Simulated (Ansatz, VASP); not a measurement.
One calculation of Ti, two programs

INCAR

```
ALGO = Normal
EDIFF = 1E-6
ENCUT = 520
GGA = PE
ISIF = 2
ISMEAR = 0
LASPH = T
LCHARG = F
LREAL = F
LWAVE = F
NBANDS = 12
NELM = 100
PREC = Accurate
SIGMA = 0.15
```

File KPOINTS:

```
k-points
0
Gamma
  20 20 20
```

Contents of POSCAR:

```
Ti
1.0
    0.0000000000      2.1908895448      1.7378135870
    2.1908895448      0.0000000000      1.7378135870
    2.1908895448      2.1908895448      0.0000000000
Ti
1
Direct
    0.0000000000      0.0000000000      0.0000000000
```

Input for Ansatz:

```yaml
crystal:
  lattice:
    - [0.0, 2.1908895448, 1.737813587]
    - [2.1908895448, 0.0, 1.737813587]
    - [2.1908895448, 2.1908895448, 0.0]
  atoms:
    - { symbol: Ti, position: [0.0, 0.0, 0.0] }
basis:
  ecutwfc: 520.0
kpoints:
  mp_grid: { grid: [20, 20, 20] }
hamiltonian:
  xc: pbe
  pseudopotentials: { kind: paw, azcp: { folder: soft_1 } }
scf:
  occupations: { method: gaussian, width: 0.15 }
output:
  forces: true
  stress: true
  eigenvalues: true
```

Alike in both runs: task single point; functional PBE; k mesh 20 × 20 × 20; occupations gaussian, width 0.15 eV; no spin polarisation.

```csv
,VASP,Ansatz
version,VASP 6.6.1,Ansatz 0.2.0
potentials or method,"VASP PAW PBE potentials, release 64 (Ti_sv), cutoff 520 eV","scalar-relativistic, plane waves, PAW"
valence electrons in the cell,12,12
```

```csv
,VASP,Ansatz,Ansatz less VASP
gap on the k mesh at the Fermi level (eV),none,none,-
pressure (GPa),3.9,4.2,+0.26
"traceless stress, the component that is largest in VASP (GPa)",1.43,1.42,-0.016
```

A gap of «none» marks a metal or a gap that the smearing closes.
